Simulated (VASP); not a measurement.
A run of VASP 6.6.1:

POSCAR

```
AgCl
1.0
    4.1481517840      0.0000000000      0.2050903048
    0.0000000000      4.1529922762      0.0000000000
   -0.2891461231      0.0000000000      5.8647952008
Ag Cl
2 2
Direct
    0.2500548767      0.2500000000      0.2500031849
    0.7499451233      0.7500000000      0.7499968151
    0.7500376899      0.7500000000      0.2499964645
    0.2499623101      0.2500000000      0.7500035355
```

The input INCAR.step1:

```
SYSTEM = AgCl
PREC = Accurate
ENCUT = 520
ISMEAR = 0
SIGMA = 0.01
LREAL = .False.
LASPH = .True.
NELM = 100
NBANDS = 26
GGA = PE
ALGO = Normal
EDIFF = 1E-4
LWAVE = .True.
LCHARG = .False.
```

The input INCAR.step2:

```
SYSTEM = AgCl
PREC = Accurate
ENCUT = 520
EDIFF = 1E-6
ISMEAR = 0
SIGMA = 0.01
LREAL = .False.
LASPH = .True.
NELM = 100
ALGO = Normal
ISIF = 2
LWAVE = .False.
LCHARG = .True.
METAGGA = R2SCAN
LMIXTAU = .True.
LELF = .True.
LVHAR = .True.
NBANDS = 26
ISTART = 1
```

Contents of KPOINTS:

```
regular mesh
0
Gamma
  6 6 6
  0 0 0
```

Potentials or basis: VASP PAW PBE potentials, release 64 (Ag, Cl).

Command:

```console
$ cat potpaw_PBE.64/Ag/POTCAR potpaw_PBE.64/Cl/POTCAR > POTCAR
$ cp INCAR.step1 INCAR
$ mpirun -np 1 vasp_std > vasp.out
$ cp INCAR.step2 INCAR
$ mpirun -np 1 vasp_std > vasp.out
```

Hardware: 1 thread of Intel(R) Xeon(R) 6975P-C (Granite Rapids), on a shared host.

Question: How long does it take, and how much memory?

Answer: Wall time 3.6 min on 1 thread of Intel(R) Xeon(R) 6975P-C (Granite Rapids), on a shared host, peak memory 0.34 GiB. Counts: k points 80.
